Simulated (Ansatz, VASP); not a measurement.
GdRe: VASP beside Ansatz

```
Gd Re
1.0
     3.47536    0.00000    0.00000
     0.00000    3.47536    0.00000
     0.00000    0.00000    3.47536
Gd Re
1 1
Direct
  0.00000 0.00000 0.00000
  0.50000 0.50000 0.50000
```

Alike in both runs: task single point; functional PBE; k mesh 6 × 6 × 6; occupations gaussian, width 0.05 eV; collinear spin; Hubbard terms Gd f U = 6.0 eV.

```csv
,VASP,Ansatz
version,VASP 6.6.1,Ansatz 0.2.0
potentials or method,"VASP PAW PBE potentials, release 64 (Gd, Re), cutoff 520 eV","scalar-relativistic, plane waves, PAW"
valence electrons in the cell,25,33
```

VASP gave:

```
gap on the k mesh at the Fermi level (eV)                     : none
pressure (GPa)                                                : 0.6
net moment per atom (μB)                                      : 3.25
size of the moment on the site where the two differ most (μB) : 6.90
```

Task: What did Ansatz give for the same quantities?

Result: gap on the k mesh at the Fermi level (eV): none; pressure (GPa): 0.5; net moment per atom (μB): 3.23; size of the moment on the site where the two differ most (μB): 7.06.

Site moments also hang on the region over which each program counts them. The programs project onto different local orbitals, so the same U acts differently, and such runs can settle in different states. A gap of «none» marks a metal or a gap that the smearing closes. VASP's potentials hold 25 valence electrons a cell and Ansatz's 33, so a difference there can come from the potentials and not from the codes. Ansatz's warnings: filled band counts differ across k points.

Spin-orbit coupling is off throughout.
